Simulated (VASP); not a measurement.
# BaF2 (Frankdicksonite) (Fm-3m) in VASP: single point with PBE

Aim: the single point of BaF2 (Frankdicksonite) with PBE.

Program: VASP 6.6.1. These are calculated values, not measurements. Logs are shortened: lines on timing, memory, paths and dates and some standing lists are left out, and cuts for length are marked.

### 1 The cell of the first run

Symmetry: Fm-3m, No. 225, cubic system. Conventional cell: a = 6.246 Å, b = 6.246 Å, c = 6.246 Å, α = 90.00°, β = 90.00°, γ = 90.00°. Ba (site symmetry m-3m) has 8 F at 2.70 Å within 3.6 Å. F (site symmetry -43m) has 4 Ba at 2.70 Å and 6 F at 3.12 Å within 3.6 Å.

### 2 Single point, PBE

Input file INCAR:

```
SYSTEM = BaF2
PREC = Accurate ; ENCUT = 600
EDIFF = 1E-6 ; ISMEAR = 0
SIGMA = 0.02 ; LREAL = .FALSE.
LASPH = .TRUE. ; NELM = 120
ALGO = Normal ; ISIF = 2
LWAVE = .FALSE. ; LCHARG = .FALSE.
GGA = PE ; NBANDS = 19
GGA_COMPAT = .FALSE.
```

Input file KPOINTS:

```
regular mesh
0
G
  6 6 6
  0 0 0
```

Input file POSCAR:

```
BaF2
1.0
    0.0000000000      3.1230009539      3.1230009539
    3.1230009539      0.0000000000      3.1230009539
    3.1230009539      3.1230009539      0.0000000000
Ba F
1 2
Direct
    0.0000000000      0.0000000000      0.0000000000
    0.2500000000      0.2500000000      0.2500000000
    0.7500000000      0.7500000000      0.7500000000
```

Potentials or basis: VASP PAW PBE potentials, release 64 (Ba_sv, F).

Command:

```sh
$ cat potpaw_PBE.64/Ba_sv/POTCAR potpaw_PBE.64/F/POTCAR > POTCAR
$ mpirun -np 1 vasp_std > vasp.out
```

OUTCAR:

```text
SYSTEM = BaF2
   PREC = Accurate
   ENCUT = 600
   EDIFF = 1E-6
   ISMEAR = 0
   LREAL = .FALSE.
   LASPH = .TRUE.
   NELM = 120
   ISIF = 2
   GGA = PE

 ion  position               nearest neighbor table
   1  0.000  0.000  0.000-   3 2.70   3 2.70   3 2.70   2 2.70   3 2.70   2 2.70   2 2.70   2 2.70

   2  0.250  0.250  0.250-   1 2.70   1 2.70   1 2.70   1 2.70
   3  0.750  0.750  0.750-   1 2.70   1 2.70   1 2.70   1 2.70

  LATTYP: Found a face centered cubic cell.
 ALAT       =     6.2460019078

  Lattice vectors:

 A1 = (   0.0000000000,   3.1230009539,   3.1230009539)
 A2 = (   3.1230009539,   0.0000000000,   3.1230009539)
 A3 = (   3.1230009539,   3.1230009539,   0.0000000000)

Analysis of symmetry for initial positions (statically):
=====================================================================
 Subroutine PRICEL returns:
 Original cell was already a primitive cell.

 Routine SETGRP: Setting up the symmetry group for a
 face centered cubic supercell.

 Subroutine GETGRP returns: Found 48 space group operations
 (whereof 48 operations were pure point group operations)
 out of a pool of 48 trial point group operations.

The static configuration has the point symmetry O_h .

Analysis of symmetry for dynamics (positions and initial velocities):
=====================================================================
 Subroutine PRICEL returns:
 Original cell was already a primitive cell.

 Routine SETGRP: Setting up the symmetry group for a
 face centered cubic supercell.

 Subroutine GETGRP returns: Found 48 space group operations
 (whereof 48 operations were pure point group operations)
 out of a pool of 48 trial point group operations.

The dynamic configuration has the point symmetry O_h .

 Subroutine INISYM returns: Found 48 space group operations
 (whereof 48 operations are pure point group operations),
 and found     1 'primitive' translations

----------------------------------------------------------------------------------------

                                     Primitive cell

  volume of cell :      60.9181

  direct lattice vectors                    reciprocal lattice vectors
     0.000000000  3.123000954  3.123000954    -0.160102417  0.160102417  0.160102417
     3.123000954  0.000000000  3.123000954     0.160102417 -0.160102417  0.160102417
     3.123000954  3.123000954  0.000000000     0.160102417  0.160102417 -0.160102417

  length of vectors
     4.416590304  4.416590304  4.416590304     0.277305520  0.277305520  0.277305520

  position of ions in fractional coordinates (direct lattice)
     0.000000000  0.000000000  0.000000000
     0.250000000  0.250000000  0.250000000
     0.750000000  0.750000000  0.750000000

  ion indices of the primitive-cell ions
   primitive index   ion index
                 1           1
                 2           2
                 3           3

----------------------------------------------------------------------------------------

 KPOINTS: regular mesh

Automatic generation of k-mesh.
 Grid dimensions read from file:
 generate k-points for:    6    6    6

 Generating k-lattice:

  Cartesian coordinates                     Fractional coordinates (reciprocal lattice)
    -0.026683736  0.026683736  0.026683736     0.166666667  0.000000000  0.000000000
     0.026683736 -0.026683736  0.026683736     0.000000000  0.166666667  0.000000000
     0.026683736  0.026683736 -0.026683736     0.000000000  0.000000000  0.166666667

  Length of vectors
     0.046217587  0.046217587  0.046217587

  Shift w.r.t. Gamma in fractional coordinates (k-lattice)
     0.000000000  0.000000000  0.000000000

 Subroutine IBZKPT returns following result:
 ===========================================

 Found     16 irreducible k-points:

 Following reciprocal coordinates:
            Coordinates               Weight
  0.000000  0.000000  0.000000      1.000000
  0.166667  0.000000  0.000000      8.000000
  0.333333  0.000000  0.000000      8.000000
  0.500000  0.000000  0.000000      4.000000
  0.166667  0.166667  0.000000      6.000000
  0.333333  0.166667  0.000000     24.000000
[... 8 lines left out ...]
 -0.333333  0.333333  0.166667     24.000000
 -0.333333  0.500000  0.166667     12.000000
   k-points           NKPTS =     16   k-points in BZ     NKDIM =     16   number of bands    NBANDS=     19
   number of dos      NEDOS =    301   number of ions     NIONS =      3
   total plane-waves  NPLWV =  46656
   dimension x,y,z NGX =    36 NGY =   36 NGZ =   36
   dimension x,y,z NGXF=    72 NGYF=   72 NGZF=   72
   ions per type =               1   2
   NGX,Y,Z   is equivalent  to a cutoff of  13.55, 13.55, 13.55 a.u.
   NGXF,Y,Z  is equivalent  to a cutoff of  27.10, 27.10, 27.10 a.u.
 SYSTEM =  BaF2
   PREC   = accura    normal or accurate (medium, high low for compatibility)
   ISTART =      0    job   : 0-new  1-cont  2-samecut
   ICHARG =      2    charge: 1-file 2-atom 10-const
   ISPIN  =      1    spin polarized calculation?
   LNONCOLLINEAR =      F non collinear calculations
   LSORBIT =      F    spin-orbit coupling
   LASPH  =      T    aspherical Exc in radial PAW
   ENCUT  =  600.0 eV  44.10 Ry    6.64 a.u.   8.82  8.82  8.82*2*pi/ulx,y,z
   NELM   =    120;   NELMIN=  2; NELMDL= -5     # of ELM steps
   EDIFF  = 0.1E-05   stopping-criterion for ELM
   LREAL  =      F    real-space projection
   EDIFFG = 0.1E-04   stopping-criterion for IOM
   NSW    =      0    number of steps for IOM
   IBRION =     -1    ionic relax: 0-MD 1-quasi-New 2-CG
   NFREE  =      0    steps in history (QN), initial steepest desc. (CG)
   ISIF   =      2    stress and relaxation
   ISYM   =      2    0-nonsym 1-usesym 2-fastsym
   POTIM  = 0.5000    time-step for ionic-motion
   TEBEG  =    0.0;   TEEND  =   0.0 temperature during run
   PSTRESS=    0.0 pullay stress
   NELECT =      24.0000    total number of electrons
   NUPDOWN=      -1.0000    fix difference up-down
   EMIN   =  10.00;   EMAX   =-10.00  energy-range for DOS
   EFERMI =   0.00;   METHOD = LEGACY
   ISMEAR =     0;   SIGMA  =   0.02  broadening in eV -4-tet -1-fermi 0-gaus
   EFERMI_NEDOS =   21; number of points for ismear=-14 and -15
   IALGO  =     38    algorithm
   IMIX   =      4    mixing-type and parameters
     AMIX     =   0.40;   BMIX     =  1.00
     AMIX_MAG =   1.60;   BMIX_MAG =  1.00
  volume/ion in A,a.u.               =      20.31       137.03
  Fermi-wavevector in a.u.,A,eV,Ry     =   1.200134  2.267925 19.596770  1.440322
  Thomas-Fermi vector in A             =   2.335978
   LORBIT       =      0    0 simple, 1 ext, 2 COOP (PROOUT), +10 PAW based schemes
   GGA     = PE    functional components
   LHFCALC =     F    Hartree Fock is set to
   AEXX    =    0.0000 exact exchange contribution
   IVDW    =     0    specifies the selected vdW correction
   LEPSILON=     F    determine dielectric tensor
   LRPA    =     F    only Hartree local field effects (RPA)
 non-spin polarized calculation
 Gauss-broadening in eV      SIGMA  =   0.02
  energy-cutoff  :      600.00
  volume of cell :       60.92
 maximum number of plane-waves:      2085
   NGX = 17   NGY = 17   NGZ = 17

 number of electron      24.0000013 magnetization

 Free energy of the ion-electron system (eV)
  ---------------------------------------------------
  ext. energy  EPLUGINS =         0.00000000
  ---------------------------------------------------
  free energy    TOTEN  =       -17.12816715 eV

  energy without entropy =      -17.12816715  energy(sigma->0) =      -17.12816715

 E-fermi :  -1.9650     XC(G=0):  -8.5998

 val. band max:       -2.1702555119   @ k =  -0.1667   0.1667   0.0000
 cond. band min:       4.5066412508   @ k =   0.0000   0.0000   0.0000
 fundamental gap:      6.6768967626
 Fermi energy:        -1.9650072188

 k-point     1 :       0.0000    0.0000    0.0000
  band No.  band energies     occupation
      1     -25.3197      2.00000
      2     -21.0596      2.00000
      3     -21.0385      2.00000
      4     -10.1870      2.00000
      5     -10.1870      2.00000
      6     -10.1870      2.00000
[... 11 lines left out ...]
     18       9.0491      0.00000
     19      13.1360      0.00000

 k-point     2 :       0.1667    0.0000    0.0000
  band No.  band energies     occupation
      1     -25.2754      2.00000
      2     -21.0988      2.00000
      3     -21.0785      2.00000
      4     -10.2302      2.00000
      5     -10.2244      2.00000
      6     -10.2244      2.00000
[... 11 lines left out ...]
     18       9.0765      0.00000
     19      12.1001      0.00000

 k-point     3 :       0.3333    0.0000    0.0000
  band No.  band energies     occupation
      1     -25.1826      2.00000
      2     -21.2213      2.00000
      3     -21.1194      2.00000
      4     -10.3048      2.00000
      5     -10.2965      2.00000
      6     -10.2965      2.00000
[... 11 lines left out ...]
     18       9.1719      0.00000
     19      11.1597      0.00000

 k-point     4 :       0.5000    0.0000    0.0000
  band No.  band energies     occupation
      1     -25.1338      2.00000
      2     -21.2860      2.00000
      3     -21.1390      2.00000
      4     -10.3370      2.00000
      5     -10.3313      2.00000
      6     -10.3313      2.00000
[... 231 lines left out ...]
     18      10.0638      0.00000
     19      12.1110      0.00000

 k-point    15 :      -0.3333    0.3333    0.1667
  band No.  band energies     occupation
      1     -25.0855      2.00000
      2     -21.2721      2.00000
      3     -21.2351      2.00000
      4     -10.5035      2.00000
      5     -10.3035      2.00000
      6     -10.3028      2.00000
[... 11 lines left out ...]
     18      11.0505      0.00000
     19      11.6273      0.00000

 k-point    16 :      -0.3333    0.5000    0.1667
  band No.  band energies     occupation
      1     -25.0690      2.00000
      2     -21.3122      2.00000
      3     -21.2220      2.00000
      4     -10.5542      2.00000
      5     -10.4178      2.00000
      6     -10.1686      2.00000
[... 11 lines left out ...]
     18      12.0570      0.00000
     19      12.2837      0.00000

------------------------ aborting loop because EDIFF is reached ----------------------------------------

  FORCE on cell =-STRESS in cart. coord.  units (eV):
  Direction    XX          YY          ZZ          XY          YZ          ZX
  --------------------------------------------------------------------------------------
  -------------------------------------------------------------------------------------
  Total        0.3469468      0.3469468      0.3469468      0.0000000     -0.0000000      0.0000000
  in kB        9.1248780      9.1248780      9.1248780      0.0000000     -0.0000000      0.0000000
  external PRESSURE =       9.1248780 kB  Pullay stress =       0.0000000 kB

 VOLUME and BASIS-vectors are now :
 -----------------------------------------------------------------------------
  energy-cutoff  :      600.00
  volume of cell :       60.92
      direct lattice vectors                 reciprocal lattice vectors
     0.000000000  3.123000954  3.123000954    -0.160102417  0.160102417  0.160102417
     3.123000954  0.000000000  3.123000954     0.160102417 -0.160102417  0.160102417
     3.123000954  3.123000954  0.000000000     0.160102417  0.160102417 -0.160102417

 POSITION                                       TOTAL-FORCE (eV/Angst)
 -----------------------------------------------------------------------------------
      0.00000      0.00000      0.00000        -0.000000     -0.000000      0.000000
      1.56150      1.56150      1.56150        -0.000000     -0.000000     -0.000000
      4.68450      4.68450      4.68450         0.000000      0.000000      0.000000
 -----------------------------------------------------------------------------------
    total drift:                                0.000000      0.000000      0.000000

  FREE ENERGIE OF THE ION-ELECTRON SYSTEM (eV)
  ---------------------------------------------------
  free  energy   TOTEN  =       -17.1281671512 eV

  energy  without entropy=      -17.1281671512  energy(sigma->0) =      -17.12816715
```

Wall time 43 s (1 thread of Intel Xeon 8259CL, shared host); peak memory 0.21 GiB.

Results:

```yaml
Free_energy: -17.1282 eV
Pressure: 0.9 GPa
Band_gap_on_the_k_mesh: 6.68 eV, indirect (least direct gap 6.73 eV)
```

Caveat: spin-orbit coupling is left out, which moves the levels of the heavy elements. A k mesh can miss the band edges.
